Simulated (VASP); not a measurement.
# WSe (R-3m) in VASP: a series of runs

The runs below take WSe through single point, with PBE.

Everything below comes from runs of VASP 6.6.1. Logs are shortened: lines on timing, memory, paths and dates and some standing lists are left out, and cuts for length are marked.

## (1) The cell of the first run

Symmetry: R-3m, No. 166, trigonal system. Conventional cell: a = 3.061 Å, b = 3.061 Å, c = 12.071 Å, α = 90.00°, β = 90.00°, γ = 120.00°. Within 3.5 Å of W (site symmetry -3m) lie 6 Se at 2.68 Å and 6 W at 3.06 Å. Se (site symmetry -3m) has 6 W at 2.68 Å and 6 Se at 3.06 Å within 3.5 Å.

## (2) Single point, PBE

Contents of INCAR:

```
SYSTEM = WSe
  PREC = Accurate
  ENCUT = 520
  EDIFF = 1E-6
  ISMEAR = 0
  SIGMA = 0.1
  LREAL = .FALSE.
  LASPH = .TRUE.
  NELM = 100
  ALGO = Normal
  ISIF = 2
  LWAVE = .FALSE.
  LCHARG = .FALSE.
  GGA = PE
  NBANDS = 17
```

Contents of KPOINTS:

```
regular mesh
0
G
  6 6 6
  0 0 0
```

Contents of POSCAR:

```
WSe
1.0
    1.5306527704      0.8837227890      4.0237339489
   -1.5306527704      0.8837227890      4.0237339489
    0.0000000000     -1.7674455781      4.0237339489
W Se
1 1
Direct
    0.5000000000      0.5000000000      0.5000000000
    0.0000000000      0.0000000000      0.0000000000
```

Potentials or basis: VASP PAW PBE potentials, release 64 (W_sv, Se).

On the command line:

```console
$ cat potpaw_PBE.64/W_sv/POTCAR potpaw_PBE.64/Se/POTCAR > POTCAR
$ mpirun -np 1 vasp_std > vasp.out
```

OUTCAR:

```text
SYSTEM = WSe
   PREC = Accurate
   ENCUT = 520
   EDIFF = 1E-6
   ISMEAR = 0
   LREAL = .FALSE.
   LASPH = .TRUE.
   NELM = 100
   ISIF = 2
   GGA = PE

 ion  position               nearest neighbor table
   1  0.500  0.500  0.500-   2 2.68   2 2.68   2 2.68   2 2.68   2 2.68   2 2.68
   2  0.000  0.000  0.000-   1 2.68   1 2.68   1 2.68   1 2.68   1 2.68   1 2.68

  LATTYP: Found a trigonal (rhomboedric) cell.
 ALAT       =     4.3948036091
 COS(alpha) =     0.7573923928

  Lattice vectors:

 A1 = (   1.5306527704,   0.8837227890,   4.0237339489)
 A2 = (  -1.5306527704,   0.8837227890,   4.0237339489)
 A3 = (   0.0000000000,  -1.7674455781,   4.0237339489)

Analysis of symmetry for initial positions (statically):
=====================================================================
 Subroutine PRICEL returns:
 Original cell was already a primitive cell.

 Routine SETGRP: Setting up the symmetry group for a
 trigonal (rhombohedral) supercell.

 Subroutine GETGRP returns: Found 12 space group operations
 (whereof 12 operations were pure point group operations)
 out of a pool of 12 trial point group operations.

The static configuration has the point symmetry D_3d.

Analysis of symmetry for dynamics (positions and initial velocities):
=====================================================================
 Subroutine PRICEL returns:
 Original cell was already a primitive cell.

 Routine SETGRP: Setting up the symmetry group for a
 trigonal (rhombohedral) supercell.

 Subroutine GETGRP returns: Found 12 space group operations
 (whereof 12 operations were pure point group operations)
 out of a pool of 12 trial point group operations.

The dynamic configuration has the point symmetry D_3d.

 Subroutine INISYM returns: Found 12 space group operations
 (whereof 12 operations are pure point group operations),
 and found     1 'primitive' translations

----------------------------------------------------------------------------------------

                                     Primitive cell

  volume of cell :      32.6568

  direct lattice vectors                    reciprocal lattice vectors
     1.530652770  0.883722789  4.023733949     0.326658018  0.188596095  0.082841793
    -1.530652770  0.883722789  4.023733949    -0.326658018  0.188596095  0.082841793
     0.000000000 -1.767445578  4.023733949     0.000000000 -0.377192189  0.082841793

  length of vectors
     4.394803609  4.394803609  4.394803609     0.386182224  0.386182224  0.386182224

  position of ions in fractional coordinates (direct lattice)
     0.500000000  0.500000000  0.500000000
     0.000000000  0.000000000  0.000000000

  ion indices of the primitive-cell ions
   primitive index   ion index
                 1           1
                 2           2

----------------------------------------------------------------------------------------

 KPOINTS: regular mesh

Automatic generation of k-mesh.
 Grid dimensions read from file:
 generate k-points for:    6    6    6

 Generating k-lattice:

  Cartesian coordinates                     Fractional coordinates (reciprocal lattice)
     0.054443003  0.031432682  0.013806965     0.166666667 -0.000000000  0.000000000
    -0.054443003  0.031432682  0.013806965    -0.000000000  0.166666667  0.000000000
     0.000000000 -0.062865365  0.013806965     0.000000000  0.000000000  0.166666667

  Length of vectors
     0.064363704  0.064363704  0.064363704

  Shift w.r.t. Gamma in fractional coordinates (k-lattice)
     0.000000000  0.000000000  0.000000000

 Subroutine IBZKPT returns following result:
 ===========================================

 Found     32 irreducible k-points:

 Following reciprocal coordinates:
            Coordinates               Weight
  0.000000  0.000000  0.000000      1.000000
  0.166667 -0.000000 -0.000000      6.000000
  0.333333 -0.000000  0.000000      6.000000
  0.500000  0.000000 -0.000000      3.000000
  0.166667  0.166667  0.000000      6.000000
  0.333333  0.166667  0.000000     12.000000
[... 16 lines left out ...]
  0.500000  0.500000  0.166667      6.000000
 -0.333333  0.500000  0.166667     12.000000
 [... further k-points ...]
   k-points           NKPTS =     32   k-points in BZ     NKDIM =     32   number of bands    NBANDS=     17
   number of dos      NEDOS =    301   number of ions     NIONS =      2
   total plane-waves  NPLWV =  46656
   dimension x,y,z NGX =    36 NGY =   36 NGZ =   36
   dimension x,y,z NGXF=    72 NGYF=   72 NGZF=   72
   ions per type =               1   1
   NGX,Y,Z   is equivalent  to a cutoff of  13.62, 13.62, 13.62 a.u.
   NGXF,Y,Z  is equivalent  to a cutoff of  27.24, 27.24, 27.24 a.u.
 SYSTEM =  WSe
   PREC   = accura    normal or accurate (medium, high low for compatibility)
   ISTART =      0    job   : 0-new  1-cont  2-samecut
   ICHARG =      2    charge: 1-file 2-atom 10-const
   ISPIN  =      1    spin polarized calculation?
   LNONCOLLINEAR =      F non collinear calculations
   LSORBIT =      F    spin-orbit coupling
   LASPH  =      T    aspherical Exc in radial PAW
   ENCUT  =  520.0 eV  38.22 Ry    6.18 a.u.   8.17  8.17  8.17*2*pi/ulx,y,z
   NELM   =    100;   NELMIN=  2; NELMDL= -5     # of ELM steps
   EDIFF  = 0.1E-05   stopping-criterion for ELM
   LREAL  =      F    real-space projection
   EDIFFG = 0.1E-04   stopping-criterion for IOM
   NSW    =      0    number of steps for IOM
   IBRION =     -1    ionic relax: 0-MD 1-quasi-New 2-CG
   NFREE  =      0    steps in history (QN), initial steepest desc. (CG)
   ISIF   =      2    stress and relaxation
   ISYM   =      2    0-nonsym 1-usesym 2-fastsym
   POTIM  = 0.5000    time-step for ionic-motion
   TEBEG  =    0.0;   TEEND  =   0.0 temperature during run
   PSTRESS=    0.0 pullay stress
   NELECT =      20.0000    total number of electrons
   NUPDOWN=      -1.0000    fix difference up-down
   EMIN   =  10.00;   EMAX   =-10.00  energy-range for DOS
   EFERMI =   0.00;   METHOD = LEGACY
   ISMEAR =     0;   SIGMA  =   0.10  broadening in eV -4-tet -1-fermi 0-gaus
   EFERMI_NEDOS =   21; number of points for ismear=-14 and -15
   IALGO  =     38    algorithm
   IMIX   =      4    mixing-type and parameters
     AMIX     =   0.40;   BMIX     =  1.00
     AMIX_MAG =   1.60;   BMIX_MAG =  1.00
  volume/ion in A,a.u.               =      16.33       110.19
  Fermi-wavevector in a.u.,A,eV,Ry     =   1.390253  2.627197 26.297376  1.932803
  Thomas-Fermi vector in A             =   2.514205
   LORBIT       =      0    0 simple, 1 ext, 2 COOP (PROOUT), +10 PAW based schemes
   GGA     = PE    functional components
   LHFCALC =     F    Hartree Fock is set to
   AEXX    =    0.0000 exact exchange contribution
   IVDW    =     0    specifies the selected vdW correction
   LEPSILON=     F    determine dielectric tensor
   LRPA    =     F    only Hartree local field effects (RPA)
 non-spin polarized calculation
 Gauss-broadening in eV      SIGMA  =   0.10
  energy-cutoff  :      520.00
  volume of cell :       32.66
 maximum number of plane-waves:       898
 NGX is ok and might be reduce to    36
   NGX = 17   NGY = 17   NGZ = 17

 number of electron      20.0000000 magnetization

 Free energy of the ion-electron system (eV)
  ---------------------------------------------------
  ext. energy  EPLUGINS =         0.00000000
  ---------------------------------------------------
  free energy    TOTEN  =       -15.52362057 eV

  energy without entropy =      -15.51577537  energy(sigma->0) =      -15.51969797

 E-fermi :   9.8885     XC(G=0): -12.5325

 val. band max:        9.8714952030   @ k =  -0.3333   0.5000   0.1667
 cond. band min:       9.9310157224   @ k =   0.3333   0.1667   0.1667
 fundamental gap:      0.0595205194
 Fermi energy:         9.8885088919

 k-point     1 :       0.0000    0.0000    0.0000
  band No.  band energies     occupation
      1     -64.4546      2.00000
      2     -28.8277      2.00000
      3     -28.3664      2.00000
      4     -28.3664      2.00000
      5      -6.8401      2.00000
      6       4.7933      2.00000
[... 9 lines left out ...]
     16      19.8901      0.00000
     17      22.9127      0.00000

 k-point     2 :       0.1667   -0.0000   -0.0000
  band No.  band energies     occupation
      1     -64.4478      2.00000
      2     -28.8111      2.00000
      3     -28.4806      2.00000
      4     -28.3930      2.00000
      5      -6.2935      2.00000
      6       4.1198      2.00000
[... 9 lines left out ...]
     16      20.8478      0.00000
     17      22.1163      0.00000

 k-point     3 :       0.3333   -0.0000    0.0000
  band No.  band energies     occupation
      1     -64.4341      2.00000
      2     -28.7780      2.00000
      3     -28.7028      2.00000
      4     -28.4458      2.00000
      5      -4.8531      2.00000
      6       3.2594      2.00000
[... 9 lines left out ...]
     16      18.5057      0.00000
     17      21.2433      0.00000

 k-point     4 :       0.5000    0.0000   -0.0000
  band No.  band energies     occupation
      1     -64.4274      2.00000
      2     -28.8126      2.00000
      3     -28.7599      2.00000
      4     -28.4719      2.00000
      5      -3.6875      2.00000
      6       1.2740      2.00000
[... 9 lines left out ...]
     16      17.0355      0.00000
     17      19.1393      0.00000
[... 343 lines left out ...]
      1     -64.4273      2.00000
      2     -28.7625      2.00000
      3     -28.7544      2.00000
      4     -28.5316      2.00000
      5      -4.1028      2.00000
      6       2.5467      2.00000
[... 9 lines left out ...]
     16      19.3405      0.00000
     17      19.9767      0.00000

 k-point    23 :       0.5000    0.5000    0.1667
  band No.  band energies     occupation
      1     -64.4340      2.00000
      2     -28.7887      2.00000
      3     -28.7010      2.00000
      4     -28.4473      2.00000
      5      -4.8136      2.00000
      6       3.4406      2.00000
[... 9 lines left out ...]
     16      20.9714      0.00000
     17      23.4080      0.00000

 k-point    24 :      -0.3333    0.5000    0.1667
  band No.  band energies     occupation
      1     -64.4273      2.00000
      2     -28.7679      2.00000
      3     -28.7535      2.00000
      4     -28.5322      2.00000
      5      -4.1335      2.00000
      6       3.2744      2.00000
[... 9 lines left out ...]
     16      19.8460      0.00000
     17      21.8150      0.00000

 [... further k-points ...]

------------------------ aborting loop because EDIFF is reached ----------------------------------------

  FORCE on cell =-STRESS in cart. coord.  units (eV):
  Direction    XX          YY          ZZ          XY          YZ          ZX
  --------------------------------------------------------------------------------------
  -------------------------------------------------------------------------------------
  Total        0.0441691      0.0441691      0.1579544      0.0000000     -0.0000000      0.0000000
  in kB        2.1669850      2.1669850      7.7494164      0.0000000     -0.0000000      0.0000000
  external PRESSURE =       4.0277955 kB  Pullay stress =       0.0000000 kB

 VOLUME and BASIS-vectors are now :
 -----------------------------------------------------------------------------
  energy-cutoff  :      520.00
  volume of cell :       32.66
      direct lattice vectors                 reciprocal lattice vectors
     1.530652770  0.883722789  4.023733949     0.326658018  0.188596095  0.082841793
    -1.530652770  0.883722789  4.023733949    -0.326658018  0.188596095  0.082841793
     0.000000000 -1.767445578  4.023733949     0.000000000 -0.377192189  0.082841793

 POSITION                                       TOTAL-FORCE (eV/Angst)
 -----------------------------------------------------------------------------------
      0.00000     -0.00000      6.03560        -0.000000      0.000000      0.000000
      0.00000      0.00000      0.00000         0.000000     -0.000000     -0.000000
 -----------------------------------------------------------------------------------
    total drift:                                0.000000     -0.000000      0.000000

  FREE ENERGIE OF THE ION-ELECTRON SYSTEM (eV)
  ---------------------------------------------------
  free  energy   TOTEN  =       -15.5236205671 eV

  energy  without entropy=      -15.5157753682  energy(sigma->0) =      -15.51969797
```

Run time: 41 s. Hardware: 1 thread of Intel Xeon 8259CL, shared host; peak memory 0.21 GiB.

What came out:

| Quantity | Value |
| --- | --- |
| Free energy | -15.5236 eV |
| Pressure | 0.4 GPa |
| Band gap on the k mesh | zero (bands 10 and 11 overlap by 1.98 eV) |

Stress tensor (GPa, compression positive):
```
0.22 0.00 0.00
0.00 0.22 0.00
0.00 0.00 0.77
```

Caveat: the k points lie up to 0.40 Å⁻¹ apart, too coarse for converged energies and pressures of a metal; spin-orbit coupling is left out, which moves the levels of the heavy elements.

## (3) Single point, PBE

Contents of INCAR:

```
SYSTEM = WSe
ALGO = Normal
EDIFF = 1E-6
ENCUT = 520
GGA = PE
ISIF = 2
ISMEAR = 0
LASPH = .True.
LCHARG = .False.
LREAL = .False.
LWAVE = .False.
NBANDS = 17
NELM = 80
PREC = Accurate
SIGMA = 0.1
```

Contents of KPOINTS:

```
k-points
0
Gamma
  24 24 24
  0 0 0
```

Contents of POSCAR:

```
WSe
1.0
    1.5297504742      0.8832018481      4.0250147329
   -1.5297504742      0.8832018481      4.0250147329
    0.0000000000     -1.7664036962      4.0250147329
W Se
1 1
Direct
    0.5000000000      0.5000000000      0.5000000000
    0.0000000000      0.0000000000      0.0000000000
```

Potentials or basis: VASP PAW PBE potentials, release 64 (W_sv, Se).

On the command line:

```console
$ cat potpaw_PBE.64/W_sv/POTCAR potpaw_PBE.64/Se/POTCAR > POTCAR
$ mpirun -np 1 vasp_std > vasp.out
```

It took 25 min on 1 thread of Intel Xeon 8259CL, shared host; peak memory 0.83 GiB.

The run converged. Its results:

```
Free energy            : -15.5284 eV
Pressure               : 0.3 GPa
Band gap on the k mesh : zero (bands 10 and 11 overlap by 2.34 eV)
```

Stress tensor (GPa, compression positive):
```
0.29 0.00 0.00
0.00 0.29 0.00
0.00 0.00 0.47
```

Levels at points of the mesh, in eV from the Fermi level:
```csv
k point,band 6,band 7,band 8,band 9,band 10,band 11,band 12,band 13,band 14,band 15
"(0.00, 0.00, 0.00)",-5.19,-5.08,-1.06,-1.06,0.53,0.53,0.82,0.82,3.10,9.77
"(0.50, 0.00, 0.00)",-8.70,-6.98,-3.39,-2.76,1.70,3.16,3.69,4.47,5.24,5.94
"(0.50, 0.50, 0.00)",-7.16,-4.42,-4.32,-1.65,-1.39,-0.10,0.90,3.20,5.58,6.70
"(0.50, 0.50, 0.50)",-9.46,-2.34,-2.24,-2.24,0.39,0.39,4.10,4.10,6.62,8.44
```

Caveat: spin-orbit coupling is left out, which moves the levels of the heavy elements.

The gap in the log of VASP goes by the Fermi energy; the results here count the filled bands.